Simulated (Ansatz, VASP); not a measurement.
# One calculation of Co, two programs

POSCAR

```
Co
1.0
    2.4883712406      0.0000000000      0.0000000000
   -1.2441856203      2.1549927084      0.0000000000
    0.0000000000      0.0000000000      4.0477749493
Co
2
Direct
    0.6666666667      0.3333333333      0.7500000000
    0.3333333333      0.6666666667      0.2500000000
```

The input INCAR.step1:

```
PREC = Accurate
ENCUT = 520
EDIFF = 1E-5
ISMEAR = -1
SIGMA = 0.05
LREAL = False
LASPH = True
NELM = 150
ALGO = Normal
ISIF = 2
LWAVE = True
LCHARG = False
ISPIN = 2
MAGMOM = 2 2
LORBIT = 11
LMAXMIX = 4
GGA = PE
NBANDS = 20
```

The input INCAR.step2:

```
PREC = Accurate
ENCUT = 520
EDIFF = 1E-6
ISMEAR = -1
SIGMA = 0.05
LREAL = False
LASPH = True
NELM = 150
ALGO = Normal
ISIF = 2
LWAVE = False
LCHARG = False
ISPIN = 2
MAGMOM = 2 2
LORBIT = 11
LMAXMIX = 4
GGA = B5
LHFCALC = True
AEXX = 0.2
AGGAX = 0.72
AGGAC = 0.81
ALDAC = 0.19
PRECFOCK = Normal
ISTART = 1
NBANDS = 20
```

The input KPOINTS:

```
regular mesh
0
Gamma
  6 6 4
```

The input input.yaml:

```yaml
crystal:
  lattice:
    - [2.4883712406, 0.0, 0.0]
    - [-1.2441856203, 2.1549927084, 0.0]
    - [0.0, 0.0, 4.0477749493]
  atoms:
    - { symbol: Co, position: [0.6666666667, 0.3333333333, 0.75], spin: 2.0 }
    - { symbol: Co, position: [0.3333333333, 0.6666666667, 0.25], spin: 2.0 }
hamiltonian:
  xc: b3lyp5
  pseudopotentials: { kind: paw }
magnetization:
  spin_polarized: true
kpoints:
  mp_grid: { grid: [6, 6, 4] }
scf:
  occupations: { method: fermi_dirac, width: 0.05 }
output:
  forces: true
  stress: true
  eigenvalues: true
```

Alike in both runs: task single point; functional B3LYP5; k mesh 6 × 6 × 4; occupations fermi-dirac, width 0.05 eV; collinear spin.

|  | VASP | Ansatz |
| --- | --- | --- |
| version | VASP 6.6.1 | Ansatz 0.2.0 |
| potentials or method | VASP PAW PBE potentials, release 64 (Co) | Ansatz PAW |
| plane-wave cutoff (eV) | 520 | 420 |
| valence electrons in the cell | 18 | 34 |

Ansatz gave:

| Item | Value |
| --- | --- |
| gap on the k mesh at the Fermi level (eV) | none |
| pressure (GPa) | 3.7 |
| traceless stress, the component that is largest in VASP (GPa) | 5.51 |
| net moment per atom (μB) | 1.76 |
| size of the moment on the site where the two differ most (μB) | 1.92 |

Problem. Which values does VASP return?

Solution. gap on the k mesh at the Fermi level (eV): none; pressure (GPa): 1.6; traceless stress, the component that is largest in VASP (GPa): 0.68; net moment per atom (μB): 1.68; size of the moment on the site where the two differ most (μB): 1.73.

VASP's potentials were made for PBE, not for B3LYP5. Site moments also hang on the region over which each program counts them. A gap of «none» marks a metal or a gap that the smearing closes. VASP's potentials hold 18 valence electrons a cell and Ansatz's 34, so a difference there can come from the potentials and not from the codes.

The k mesh is coarse, so the values compare programs but aren't converged. Noted on Ansatz's run: the magnetic or orbital state may not be the lowest.
